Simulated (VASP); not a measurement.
Here is a VASP 6.6.1 calculation.

INCAR

```
SYSTEM = MoS2
ALGO = Normal
EDIFF = 1E-6
ENCUT = 520
GGA = PS
ISIF = 2
ISMEAR = -1
IVDW = 12
LASPH = .True.
LCHARG = .True.
LELF = .True.
LREAL = .False.
LVHAR = .True.
LWAVE = .False.
NBANDS = 35
NELM = 60
PREC = Accurate
SIGMA = 0.05
```

The input KPOINTS:

```
k-points
0
Gamma
  10 10 2
  0 0 0
```

File POSCAR:

```
MoS2
1.0
    3.1631680506      0.0000000000      0.0000000000
   -1.5815840253      2.7393838882      0.0000000000
    0.0000000000      0.0000000000     21.5250905073
Mo S
2 4
Direct
    0.3333333333      0.6666666667      0.8511602300
    0.6666666667      0.3333333333      0.1488397700
    0.6666666667      0.3333333333      0.7796253900
    0.3333333333      0.6666666667      0.0772510000
    0.6666666667      0.3333333333      0.9227490000
    0.3333333333      0.6666666667      0.2203746100
```

Potentials or basis: VASP PAW PBE potentials, release 64 (Mo_sv, S).

Command:

```console
$ cat potpaw_PBE.64/Mo_sv/POTCAR potpaw_PBE.64/S/POTCAR > POTCAR
$ mpirun -np 1 vasp_std > vasp.out
```

Problem. What does it give for the dispersion energy per atom?

Solution. -0.296 eV.

Problem. What does it give for the largest force?

Solution. 0.252 eV/Å.

Problem. Estimate the band gap on the k mesh.

Solution. 1.42 eV, indirect (least direct gap 1.95 eV).

Forces in eV/Å, atoms in the order of the input:
```
Mo   0.000  0.000  0.081
Mo   0.000  0.000 -0.081
S    0.000  0.000 -0.145
S    0.000  0.000 -0.252
S    0.000  0.000  0.252
S    0.000  0.000  0.145
```

Caveat: the PAW data sets were made with another functional, which shifts forces and pressure a little.
